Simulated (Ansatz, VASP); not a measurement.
# B5Pt in VASP and in Ansatz

File INCAR:

```
  PREC = Accurate
  ENCUT = 520
  EDIFF = 1E-6
  ISMEAR = 0
  SIGMA = 0.1
  LREAL = F
  LASPH = T
  NELM = 80
  ALGO = Normal
  ISIF = 2
  LWAVE = F
  LCHARG = F
  GGA = PE
  NBANDS = 22
```

File KPOINTS:

```
Automatic mesh
0
Gamma
  8 8 2
```

POSCAR

```
B5Pt
1.0
    2.3928153400      0.0000000000      0.0000000000
    0.0000000000      2.3928153400      0.0000000000
    0.0000000000      0.0000000000     10.1358887300
B Pt
5 1
Direct
    0.5000000000      0.5000000000      0.3344822800
    0.5000000000      0.5000000000      0.6655177200
    0.0000000000      0.0000000000      0.1759868000
    0.0000000000      0.0000000000      0.8240132000
    0.0000000000      0.0000000000      0.5000000000
    0.5000000000      0.5000000000      0.0000000000
```

Input for Ansatz:

```yaml
crystal:
  lattice:
    - [2.39281534, 0.0, 0.0]
    - [0.0, 2.39281534, 0.0]
    - [0.0, 0.0, 10.13588873]
  atoms:
    - { symbol: B, position: [0.5, 0.5, 0.33448228] }
    - { symbol: B, position: [0.5, 0.5, 0.66551772] }
    - { symbol: B, position: [0.0, 0.0, 0.1759868] }
    - { symbol: B, position: [0.0, 0.0, 0.8240132] }
    - { symbol: B, position: [0.0, 0.0, 0.5] }
    - { symbol: Pt, position: [0.5, 0.5, 0.0] }
basis:
  ecutwfc: 420
kpoints:
  mp_grid: { grid: [8, 8, 2] }
hamiltonian:
  xc: pbe
scf:
  occupations: { method: gaussian, width: 0.1 }
  lower_state_search: "off"
output:
  forces: true
  stress: true
  eigenvalues: true
```

Change from the starting cell: species swapped into the Hf5Pb type (P4/mmm, No. 123).

Alike in both runs: task single point; functional PBE; k mesh 8 × 8 × 2; occupations gaussian, width 0.1 eV; no spin polarisation.

|  | VASP | Ansatz |
| --- | --- | --- |
| version | VASP 6.6.1 | Ansatz 0.2.0 |
| potentials or method | VASP PAW PBE potentials, release 64 (B, Pt), cutoff 520 eV | scalar-relativistic, plane waves, PAW |
| valence electrons in the cell | 25 | 33 |

|  | VASP | Ansatz | Ansatz less VASP |
| --- | --- | --- | --- |
| gap on the k mesh at the Fermi level (eV) | none | none | - |
| pressure (GPa) | -11.4 | -11.2 | +0.25 |
| traceless stress, the component that is largest in VASP (GPa) | -27.07 | -27.16 | -0.084 |
| rms of the force components (eV/Å) | 0.448 | 0.448 | -0.0005 |

Atom by atom the forces differ by 0.001 eV/Å (rms over components). A gap of «none» marks a metal or a gap that the smearing closes. With one functional, cell and mesh, what is left measures potentials, basis and numerics. VASP's potentials hold 25 valence electrons a cell and Ansatz's 33, so a difference there can come from the potentials and not from the codes.

Neither program's run includes spin-orbit coupling.
